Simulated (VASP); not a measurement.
The system is Ru.

```
Ru
1.0
     2.70000    0.00000    0.00000
    -1.35000    2.33827    0.00000
     0.00000    0.00000    4.27680
Ru
2
Direct
  0.33333 0.66667 0.75000
  0.66667 0.33333 0.25000
```

| Item | Value |
| --- | --- |
| Program | VASP 6.6.1 |
| Task | relaxation of cell and atoms |
| Functional | PBEsol |
| Potentials or basis | VASP PAW PBE potentials, release 64 (Ru_pv) |
| Cutoff | 600 eV |
| k mesh | 18 × 18 × 10 |
| Occupations | gaussian, width 0.05 eV |
| Spin | no spin polarisation |

At the start: pressure -4.7 GPa; volume 13.50 Å³/atom.

Question: How do energy, volume and symmetry change on relaxing?

Answer: Over 7 steps the energy falls by 2.8 meV/atom and the volume is 13.32 Å³/atom (-1.4 %); space group P6_3/mmc (No. 194, to 0.05 Å).

Step by step:
```tsv
step	energy change (eV)	largest force (eV/Å)	pressure (GPa)	volume (Å³)
1	0.0000	0.0000	-4.71	27.00
2	0.0534	0.0000	17.18	25.48
3	-0.0056	0.0000	-0.12	26.63
4	-0.0056	0.0000	0.00	26.62
5	-0.0056	0.0000	0.10	26.62
6	-0.0056	0.0000	-0.27	26.65
7	-0.0056	0.0000	-0.02	26.63
```

Final structure:
```
Ru
1.0
     2.68858    0.00000    0.00000
    -1.34429    2.32838    0.00000
     0.00000    0.00000    4.25407
Ru
2
Direct
  0.33333 0.66667 0.75000
  0.66667 0.33333 0.25000
```

Caveat: the PAW data sets were made with another functional, which shifts forces and pressure a little.
